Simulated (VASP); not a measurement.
# Mo (Im-3m) in VASP: further runs

Mo is run at these levels: PBE; tasks: single point.

Everything below comes from runs of VASP 6.6.1. Logs are shortened: lines on timing, memory, paths and dates and some standing lists are left out, and cuts for length are marked.

**1. The cell of the first run**

It takes space group Im-3m (No. 229, cubic). The conventional cell has a = 3.173 Å, b = 3.173 Å, c = 3.173 Å, α = 90.00°, β = 90.00°, γ = 90.00°. Within 3.6 Å of Mo (site symmetry m-3m) lie 14 Mo at 2.75 to 3.17 Å.

**2. Single point, PBE**

INCAR reads:

```
PREC = Accurate ; ENCUT = 520
EDIFF = 1E-7 ; ISMEAR = 1
SIGMA = 0.1 ; LREAL = False
LASPH = True ; NELM = 80
ALGO = Normal ; ISIF = 2
LWAVE = False ; LCHARG = False
GGA = PE ; NBANDS = 13
```

KPOINTS reads:

```
Automatic mesh
0
Gamma
  13 13 13
```

POSCAR reads:

```
Mo
1.0
   -1.5864190195      1.5864190195      1.5864190195
    1.5864190195     -1.5864190195      1.5864190195
    1.5864190195      1.5864190195     -1.5864190195
Mo
1
Direct
    0.0000000000      0.0000000000      0.0000000000
```

Potentials or basis: VASP PAW PBE potentials, release 64 (Mo_sv).

Run with:

```console
$ cat potpaw_PBE.64/Mo_sv/POTCAR > POTCAR
$ mpirun -np 1 vasp_std > vasp.out
```

OUTCAR:

```text
PREC = Accurate
   ENCUT = 520
   EDIFF = 1E-7
   ISMEAR = 1
   LREAL = False
   LASPH = True
   NELM = 80
   ISIF = 2
   GGA = PE

 ion  position               nearest neighbor table
   1  0.000  0.000  0.000-

  LATTYP: Found a body centered cubic cell.
 ALAT       =     3.1728380390

  Lattice vectors:

 A1 = (  -1.5864190195,   1.5864190195,   1.5864190195)
 A2 = (   1.5864190195,  -1.5864190195,   1.5864190195)
 A3 = (   1.5864190195,   1.5864190195,  -1.5864190195)

Analysis of symmetry for initial positions (statically):
=====================================================================
 Subroutine PRICEL returns:
 Original cell was already a primitive cell.

 Routine SETGRP: Setting up the symmetry group for a
 body centered cubic supercell.

 Subroutine GETGRP returns: Found 48 space group operations
 (whereof 48 operations were pure point group operations)
 out of a pool of 48 trial point group operations.

The static configuration has the point symmetry O_h .

Analysis of symmetry for dynamics (positions and initial velocities):
=====================================================================
 Subroutine PRICEL returns:
 Original cell was already a primitive cell.

 Routine SETGRP: Setting up the symmetry group for a
 body centered cubic supercell.

 Subroutine GETGRP returns: Found 48 space group operations
 (whereof 48 operations were pure point group operations)
 out of a pool of 48 trial point group operations.

The dynamic configuration has the point symmetry O_h .

 Subroutine INISYM returns: Found 48 space group operations
 (whereof 48 operations are pure point group operations),
 and found     1 'primitive' translations

----------------------------------------------------------------------------------------

                                     Primitive cell

  volume of cell :      15.9703

  direct lattice vectors                    reciprocal lattice vectors
    -1.586419020  1.586419020  1.586419020     0.000000000  0.315175243  0.315175243
     1.586419020 -1.586419020  1.586419020     0.315175243  0.000000000  0.315175243
     1.586419020  1.586419020 -1.586419020     0.315175243  0.315175243  0.000000000

  length of vectors
     2.747758344  2.747758344  2.747758344     0.445725103  0.445725103  0.445725103

  position of ions in fractional coordinates (direct lattice)
     0.000000000  0.000000000  0.000000000

  ion indices of the primitive-cell ions
[... 75 lines left out ...]
   LREAL  =      F    real-space projection
   EDIFFG = 0.1E-05   stopping-criterion for IOM
   NSW    =      0    number of steps for IOM
   IBRION =     -1    ionic relax: 0-MD 1-quasi-New 2-CG
   NFREE  =      0    steps in history (QN), initial steepest desc. (CG)
   ISIF   =      2    stress and relaxation
   ISYM   =      2    0-nonsym 1-usesym 2-fastsym
   POTIM  = 0.5000    time-step for ionic-motion
   TEBEG  =    0.0;   TEEND  =   0.0 temperature during run
   PSTRESS=    0.0 pullay stress
   NELECT =      14.0000    total number of electrons
   NUPDOWN=      -1.0000    fix difference up-down
   EMIN   =  10.00;   EMAX   =-10.00  energy-range for DOS
   EFERMI =   0.00;   METHOD = LEGACY
   ISMEAR =     1;   SIGMA  =   0.10  broadening in eV -4-tet -1-fermi 0-gaus
   EFERMI_NEDOS =   21; number of points for ismear=-14 and -15
   IALGO  =     38    algorithm
   IMIX   =      4    mixing-type and parameters
     AMIX     =   0.40;   BMIX     =  1.00
     AMIX_MAG =   1.60;   BMIX_MAG =  1.00
  volume/ion in A,a.u.               =      15.97       107.77
  Fermi-wavevector in a.u.,A,eV,Ry     =   1.566798  2.960818 33.400332  2.454855
  Thomas-Fermi vector in A             =   2.669072
   LORBIT       =      0    0 simple, 1 ext, 2 COOP (PROOUT), +10 PAW based schemes
   GGA     = PE    functional components
   LHFCALC =     F    Hartree Fock is set to
   AEXX    =    0.0000 exact exchange contribution
   IVDW    =     0    specifies the selected vdW correction
   LEPSILON=     F    determine dielectric tensor
   LRPA    =     F    only Hartree local field effects (RPA)
 non-spin polarized calculation
 Methfessel and Paxton  Order N= 1 SIGMA  =   0.10
  energy-cutoff  :      520.00
  volume of cell :       15.97
 maximum number of plane-waves:       442
   NGX = 11   NGY = 11   NGZ = 11

 number of electron      14.0000005 magnetization

 Free energy of the ion-electron system (eV)
  ---------------------------------------------------
  ext. energy  EPLUGINS =         0.00000000
  ---------------------------------------------------
  free energy    TOTEN  =       -10.93505856 eV

  energy without entropy =      -10.93377521  energy(sigma->0) =      -10.93463078

 E-fermi :  12.3952     XC(G=0): -13.2700

 val. band max:       12.3786032798   @ k =   0.3846   0.0000   0.0000
 cond. band min:      12.4183357947   @ k =  -0.3846   0.3846   0.2308
 fundamental gap:      0.0397325148
 Fermi energy:        12.3951731509

 k-point     1 :       0.0000    0.0000    0.0000
  band No.  band energies     occupation
      1     -49.0279      2.00000
      2     -22.3421      2.00000
      3     -22.3421      2.00000
      4     -22.3421      2.00000
      5       5.0875      2.00000
      6      10.9269      2.00000
      7      10.9269      2.00000
      8      10.9269      2.00000
      9      13.8747     -0.00000
     10      13.8747     -0.00000
     11      27.0502      0.00000
     12      27.0502      0.00000
     13      27.0502      0.00000
[... 354 lines left out ...]
  band No.  band energies     occupation
      1     -48.8529      2.00000
      2     -23.2759      2.00000
      3     -22.6278      2.00000
      4     -22.4154      2.00000
      5       7.8248      2.00000
      6       9.3985      2.00000
      7      10.3637      2.00000
      8      13.6699     -0.00000
      9      14.1768     -0.00000
     10      15.4918      0.00000
     11      26.5096      0.00000
     12      26.8407      0.00000
     13      30.7234      0.00000

 [... further k-points ...]
[... 5 lines left out ...]
  --------------------------------------------------------------------------------------
  -------------------------------------------------------------------------------------
  Total       -0.2672917     -0.2672917     -0.2672917      0.0000000     -0.0000000      0.0000000
  in kB      -26.8152772    -26.8152772    -26.8152772      0.0000000     -0.0000000      0.0000000
  external PRESSURE =     -26.8152772 kB  Pullay stress =       0.0000000 kB

 VOLUME and BASIS-vectors are now :
 -----------------------------------------------------------------------------
  energy-cutoff  :      520.00
  volume of cell :       15.97
      direct lattice vectors                 reciprocal lattice vectors
    -1.586419020  1.586419020  1.586419020     0.000000000  0.315175243  0.315175243
     1.586419020 -1.586419020  1.586419020     0.315175243  0.000000000  0.315175243
     1.586419020  1.586419020 -1.586419020     0.315175243  0.315175243  0.000000000

 POSITION                                       TOTAL-FORCE (eV/Angst)
 -----------------------------------------------------------------------------------
      0.00000      0.00000      0.00000         0.000000      0.000000     -0.000000
 -----------------------------------------------------------------------------------
    total drift:                                0.000000     -0.000000      0.000000

  FREE ENERGIE OF THE ION-ELECTRON SYSTEM (eV)
  ---------------------------------------------------
  free  energy   TOTEN  =       -10.9350585618 eV

  energy  without entropy=      -10.9337752082  energy(sigma->0) =      -10.93463078
```

stdout:

```text
POSCAR found type information on POSCAR Mo
 POSCAR found :  1 types and       1 ions
 scaLAPACK will be used
 LDA part: xc-table for (Slater+PW92), standard interpolation
 POSCAR, INCAR and KPOINTS ok, starting setup
 FFT: planning ... GRIDC
 FFT: planning ... GRID_SOFT
 FFT: planning ... GRID
 WAVECAR not read
 entering main loop
```

Run time: 19 s. Hardware: 1 thread of Intel Xeon 8259CL, shared host; peak memory 0.13 GiB.

What came out:

```yaml
Free_energy: -10.9351 eV
Pressure: -2.7 GPa
Band_gap_on_the_k_mesh: zero (band 7 reaches 15.75 eV, above the bottom of band 8 at 10.93 eV)
```

[end of part 1 of 2]
